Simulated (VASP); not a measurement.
# Al (Fm-3m) in VASP: notebook

The runs below take Al through single point, relaxation of cell and atoms, with LDA.

Everything below comes from runs of VASP 6.6.1. Logs are shortened: lines on timing, memory, paths and dates and some standing lists are left out, and cuts for length are marked.

## (1) The cell of the first run

It takes space group Fm-3m (No. 225, cubic). The conventional cell has a = 3.983 Å, b = 3.983 Å, c = 3.983 Å, α = 90.00°, β = 90.00°, γ = 90.00°. Within 3.7 Å of Al (site symmetry m-3m) lie 12 Al at 2.82 Å.

## (2) Single point, LDA

File INCAR:

```
ALGO     = Fast           # electronic algorithm
EDIFF    = 1E-7           # SCF threshold, eV
ENCUT    = 520            # plane-wave cutoff, eV
ISIF     = 2              # what is computed and relaxed
ISMEAR   = 0              # smearing method
LASPH    = T              # aspherical terms in the spheres
LCHARG   = T              # write CHGCAR
LELF     = T              # ELF
LREAL    = F              # projectors in reciprocal space
LVHAR    = T            
LWAVE    = F              # write WAVECAR
NBANDS   = 8              # bands
NELM     = 80             # most SCF steps
PREC     = Accurate       # precision mode
SIGMA    = 0.1            # smearing width, eV
```

File KPOINTS:

```
k-points
0
Gamma
  20 20 20
```

File POSCAR:

```
Al
1.0
    0.0000000000      1.9913430808      1.9913430808
    1.9913430808      0.0000000000      1.9913430808
    1.9913430808      1.9913430808      0.0000000000
Al
1
Direct
    0.0000000000      0.0000000000      0.0000000000
```

Potentials or basis: VASP PAW LDA potentials, release 64 (Al).

Started as:

```console
$ cat potpaw_LDA.64/Al/POTCAR > POTCAR
$ mpirun -np 1 vasp_std > vasp.out
```

OUTCAR:

```text
EDIFF = 1E-7
   ENCUT = 520
   ISIF = 2
   ISMEAR = 0
   LASPH = T
   LREAL = F
   NELM = 80
   PREC = Accurate

 ion  position               nearest neighbor table
   1  0.000  0.000  0.000-

  LATTYP: Found a face centered cubic cell.
 ALAT       =     3.9826861616

  Lattice vectors:

 A1 = (   0.0000000000,   1.9913430808,   1.9913430808)
 A2 = (   1.9913430808,   0.0000000000,   1.9913430808)
 A3 = (   1.9913430808,   1.9913430808,   0.0000000000)

Analysis of symmetry for initial positions (statically):
=====================================================================
 Subroutine PRICEL returns:
 Original cell was already a primitive cell.

 Routine SETGRP: Setting up the symmetry group for a
 face centered cubic supercell.

 Subroutine GETGRP returns: Found 48 space group operations
[... 9 lines left out ...]

 Routine SETGRP: Setting up the symmetry group for a
 face centered cubic supercell.

 Subroutine GETGRP returns: Found 48 space group operations
[... 11 lines left out ...]
                                     Primitive cell

  volume of cell :      15.7931

  direct lattice vectors                    reciprocal lattice vectors
     0.000000000  1.991343081  1.991343081    -0.251086819  0.251086819  0.251086819
     1.991343081  0.000000000  1.991343081     0.251086819 -0.251086819  0.251086819
     1.991343081  1.991343081  0.000000000     0.251086819  0.251086819 -0.251086819

  length of vectors
     2.816184392  2.816184392  2.816184392     0.434895128  0.434895128  0.434895128

  position of ions in fractional coordinates (direct lattice)
     0.000000000  0.000000000  0.000000000

  ion indices of the primitive-cell ions
   primitive index   ion index
                 1           1

----------------------------------------------------------------------------------------

 KPOINTS: k-points

Automatic generation of k-mesh.
 Grid dimensions read from file:
 generate k-points for:   20   20   20

 Generating k-lattice:

  Cartesian coordinates                     Fractional coordinates (reciprocal lattice)
    -0.012554341  0.012554341  0.012554341     0.050000000  0.000000000  0.000000000
     0.012554341 -0.012554341  0.012554341     0.000000000  0.050000000  0.000000000
     0.012554341  0.012554341 -0.012554341     0.000000000  0.000000000  0.050000000

  Length of vectors
     0.021744756  0.021744756  0.021744756

  Shift w.r.t. Gamma in fractional coordinates (k-lattice)
[... 47 lines left out ...]
   LNONCOLLINEAR =      F non collinear calculations
   LSORBIT =      F    spin-orbit coupling
   LASPH  =      T    aspherical Exc in radial PAW
   ENCUT  =  520.0 eV  38.22 Ry    6.18 a.u.   5.24  5.24  5.24*2*pi/ulx,y,z
   NELM   =     80;   NELMIN=  2; NELMDL= -5     # of ELM steps
   EDIFF  = 0.1E-06   stopping-criterion for ELM
   LREAL  =      F    real-space projection
   EDIFFG = 0.1E-05   stopping-criterion for IOM
   NSW    =      0    number of steps for IOM
   IBRION =     -1    ionic relax: 0-MD 1-quasi-New 2-CG
   NFREE  =      0    steps in history (QN), initial steepest desc. (CG)
   ISIF   =      2    stress and relaxation
   ISYM   =      2    0-nonsym 1-usesym 2-fastsym
   POTIM  = 0.5000    time-step for ionic-motion
   TEBEG  =    0.0;   TEEND  =   0.0 temperature during run
   PSTRESS=    0.0 pullay stress
   NELECT =       3.0000    total number of electrons
   NUPDOWN=      -1.0000    fix difference up-down
   EMIN   =  10.00;   EMAX   =-10.00  energy-range for DOS
   EFERMI =   0.00;   METHOD = LEGACY
   ISMEAR =     0;   SIGMA  =   0.10  broadening in eV -4-tet -1-fermi 0-gaus
   EFERMI_NEDOS =   21; number of points for ismear=-14 and -15
   IALGO  =     68    algorithm
   IMIX   =      4    mixing-type and parameters
     AMIX     =   0.40;   BMIX     =  1.00
     AMIX_MAG =   1.60;   BMIX_MAG =  1.00
  volume/ion in A,a.u.               =      15.79       106.58
  Fermi-wavevector in a.u.,A,eV,Ry     =   0.941078  1.778380 12.049709  0.885629
  Thomas-Fermi vector in A             =   2.068554
   LORBIT       =      0    0 simple, 1 ext, 2 COOP (PROOUT), +10 PAW based schemes
   GGA     = CA    functional components
   LHFCALC =     F    Hartree Fock is set to
   AEXX    =    0.0000 exact exchange contribution
   IVDW    =     0    specifies the selected vdW correction
   LEPSILON=     F    determine dielectric tensor
   LRPA    =     F    only Hartree local field effects (RPA)
 non-spin polarized calculation
 RMM-DIIS sequential band-by-band and
 Gauss-broadening in eV      SIGMA  =   0.10
  energy-cutoff  :      520.00
  volume of cell :       15.79
 maximum number of plane-waves:       444
 NGX is ok and might be reduce to    24
   NGX = 11   NGY = 11   NGZ = 11

 number of electron       3.0000000 magnetization

 Free energy of the ion-electron system (eV)
  ---------------------------------------------------
  ext. energy  EPLUGINS =         0.00000000
  ---------------------------------------------------
  free energy    TOTEN  =        -4.19203532 eV

  energy without entropy =       -4.18970810  energy(sigma->0) =       -4.19087171

 E-fermi :   8.3093     XC(G=0): -10.5070

 val. band max:        8.3034484966   @ k =  -0.3000   0.5000   0.2000
 cond. band min:       8.3220384240   @ k =  -0.3500   0.3500   0.0000
 fundamental gap:      0.0185899275
 Fermi energy:         8.3092535622

 k-point     1 :       0.0000    0.0000    0.0000
  band No.  band energies     occupation
      1      -3.1523      2.00000
      2      21.0626      0.00000
      3      21.0626      0.00000
      4      21.0626      0.00000
      5      22.7233      0.00000
      6      22.7233      0.00000
      7      22.7233      0.00000
      8      25.1860      0.00000
[... 243 lines left out ...]
 k-point    24 :      -0.3500    0.0500    0.0000
  band No.  band energies     occupation
      1       0.6112      2.00000
      2       7.6942      2.00000
      3      17.7755      0.00000
      4      20.3657      0.00000
      5      20.4135      0.00000
      6      21.8112      0.00000
      7      23.5807      0.00000
      8      26.2213      0.00000

 [... further k-points ...]
[... 5 lines left out ...]
  --------------------------------------------------------------------------------------
  -------------------------------------------------------------------------------------
  Total        0.0075471      0.0075471      0.0075471     -0.0000000     -0.0000000     -0.0000000
  in kB        0.7656314      0.7656314      0.7656314     -0.0000000     -0.0000000     -0.0000000
  external PRESSURE =       0.7656314 kB  Pullay stress =       0.0000000 kB

 VOLUME and BASIS-vectors are now :
 -----------------------------------------------------------------------------
  energy-cutoff  :      520.00
  volume of cell :       15.79
      direct lattice vectors                 reciprocal lattice vectors
     0.000000000  1.991343081  1.991343081    -0.251086819  0.251086819  0.251086819
     1.991343081  0.000000000  1.991343081     0.251086819 -0.251086819  0.251086819
     1.991343081  1.991343081  0.000000000     0.251086819  0.251086819 -0.251086819

 POSITION                                       TOTAL-FORCE (eV/Angst)
 -----------------------------------------------------------------------------------
      0.00000      0.00000      0.00000         0.000000      0.000000      0.000000
 -----------------------------------------------------------------------------------
    total drift:                               -0.000000      0.000000      0.000000

  FREE ENERGIE OF THE ION-ELECTRON SYSTEM (eV)
  ---------------------------------------------------
  free  energy   TOTEN  =        -4.1920353170 eV

  energy  without entropy=       -4.1897080953  energy(sigma->0) =       -4.19087171
```

OSZICAR:

```text
N       E                     dE             d eps       ncg     rms          rms(c)
DAV:   1    -0.277961968668E+01   -0.27796E+01   -0.88558E+02  4152   0.206E+02
DAV:   2    -0.421525501214E+01   -0.14356E+01   -0.13553E+01  5768   0.191E+01
DAV:   3    -0.422204144152E+01   -0.67864E-02   -0.67813E-02  5312   0.143E+00
DAV:   4    -0.422205087273E+01   -0.94312E-05   -0.94309E-05  6304   0.492E-02
DAV:   5    -0.422205088590E+01   -0.13161E-07   -0.13377E-07  5360   0.981E-04    0.144E+00
RMM:   6    -0.420383498681E+01    0.18216E-01   -0.15547E-03  4102   0.185E-01    0.827E-01
RMM:   7    -0.419201679254E+01    0.11818E-01   -0.43731E-03  4463   0.306E-01    0.141E-01
RMM:   8    -0.419203140750E+01   -0.14615E-04   -0.29317E-04  4481   0.100E-01    0.440E-02
RMM:   9    -0.419203528602E+01   -0.38785E-05   -0.32493E-05  4629   0.382E-02    0.117E-02
RMM:  10    -0.419203529388E+01   -0.78615E-08   -0.45519E-06  4755   0.127E-02    0.193E-03
RMM:  11    -0.419203531703E+01   -0.23151E-07   -0.70679E-07  4799   0.491E-03
   1 F= -.41920353E+01 E0= -.41908717E+01  d E =-.232722E-02
```

It took 41 s on 1 thread of Intel Xeon 8259CL, shared host; peak memory 0.14 GiB.

What came out:

| Quantity | Value |
| --- | --- |
| Free energy | -4.1920 eV |
| Pressure | 0.1 GPa |

(Continued in part 2 of 2.)
